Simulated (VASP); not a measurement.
Input of a VASP 6.6.1 run:

Contents of INCAR:

```
  PREC = Accurate
  ENCUT = 520
  EDIFF = 1E-6
  ISMEAR = 0
  SIGMA = 0.05
  LREAL = False
  LASPH = True
  NELM = 100
  ALGO = Normal
  ISIF = 2
  LWAVE = False
  LCHARG = False
  GGA = B5
  ALDAX = 1.0
  AGGAX = 1.0
  AGGAC = 1.0
  ALDAC = 0.0
  NBANDS = 17
```

The input KPOINTS:

```
Automatic mesh
0
Gamma
  8 8 8
```

The input POSCAR:

```
PbS
1.0
    0.0000000000      3.0696496882      3.0696496882
    3.0696496882      0.0000000000      3.0696496882
    3.0696496882      3.0696496882      0.0000000000
Pb S
1 1
Direct
    0.5000000000      0.5000000000      0.5000000000
    0.0000000000      0.0000000000      0.0000000000
```

Potentials or basis: VASP PAW PBE potentials, release 64 (Pb_d, S).

Launch:

```console
$ cat potpaw_PBE.64/Pb_d/POTCAR potpaw_PBE.64/S/POTCAR > POTCAR
$ mpirun -np 1 vasp_std > vasp.out
```

**Question.** Estimate the band gap on the k mesh.

**Answer.** 0.77 eV, direct.

**Question.** Predict the pressure.

**Answer.** 0.0 GPa.

Caveat: the PAW data sets were made with another functional, which shifts forces and pressure a little; spin-orbit coupling is left out, which moves the levels of the heavy elements. A k mesh can miss the band edges.
